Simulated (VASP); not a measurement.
Wanted: the native input for a VASP 6.6.1 run.

```
Task                   : single point
Functional             : PBEsol
Potentials or basis    : VASP PAW PBE potentials, release 64 (Hf_pv, Si)
Cutoff                 : 520 eV
k mesh                 : 10 × 10 × 10
Occupations            : gaussian, width 0.1 eV
Spin                   : no spin polarisation
Dipole correction      : no
Further INCAR settings : ALGO = Fast; EDIFF = 1e-06; NBANDS = 33
```

The structure of Hf2Si lies in POSCAR:

```
Hf2Si
1.0
   -3.3198754664      3.3198754664      2.6209331433
    3.3198754664     -3.3198754664      2.6209331433
    3.3198754664      3.3198754664     -2.6209331433
Hf Si
4 2
Direct
    0.8431604606      0.6568395394      0.5000000000
    0.3431604606      0.8431604606      0.1863209212
    0.1568395394      0.3431604606      0.5000000000
    0.6568395394      0.1568395394      0.8136790788
    0.7500000000      0.7500000000      0.0000000000
    0.2500000000      0.2500000000      0.0000000000
```

This cell differs from its parent crystal: volume scaled by 1.06, then relaxed in part.

The input as run:

INCAR

```
PREC     = Accurate       # precision mode
ENCUT    = 520            # plane-wave cutoff, eV
EDIFF    = 1E-6           # SCF threshold, eV
ISMEAR   = 0              # smearing method
SIGMA    = 0.1            # smearing width, eV
LREAL    = False          # projectors in reciprocal space
LASPH    = True           # aspherical terms in the spheres
NELM     = 60             # most SCF steps
ALGO     = Fast           # electronic algorithm
ISIF     = 2              # what is computed and relaxed
LWAVE    = False          # write WAVECAR
LCHARG   = True           # write CHGCAR
GGA      = PS             # functional
LELF     = True           # ELF
LVHAR    = True         
NBANDS   = 33             # bands
```

KPOINTS

```
regular mesh
0
Gamma
  10 10 10
```

Potentials or basis: VASP PAW PBE potentials, release 64 (Hf_pv, Si).

The run is started by

```console
$ cat potpaw_PBE.64/Hf_pv/POTCAR potpaw_PBE.64/Si/POTCAR > POTCAR
$ mpirun -np 1 vasp_std > vasp.out
```

Results of the run:

| Item | Value |
| --- | --- |
| Pressure | -8.0 GPa |
| Largest force | 0.003 eV/Å |
| Band gap on the k mesh | zero (band 24 reaches 6.21 eV, above the bottom of band 25 at 5.45 eV) |

Caveat: the PAW data sets were made with another functional, which shifts forces and pressure a little; spin-orbit coupling is left out, which moves the levels of the heavy elements.

Wall time 3.4 min on 1 thread of AMD EPYC 9R45 96-Core Processor (Zen 5), with other jobs on the host, peak memory 0.42 GiB.
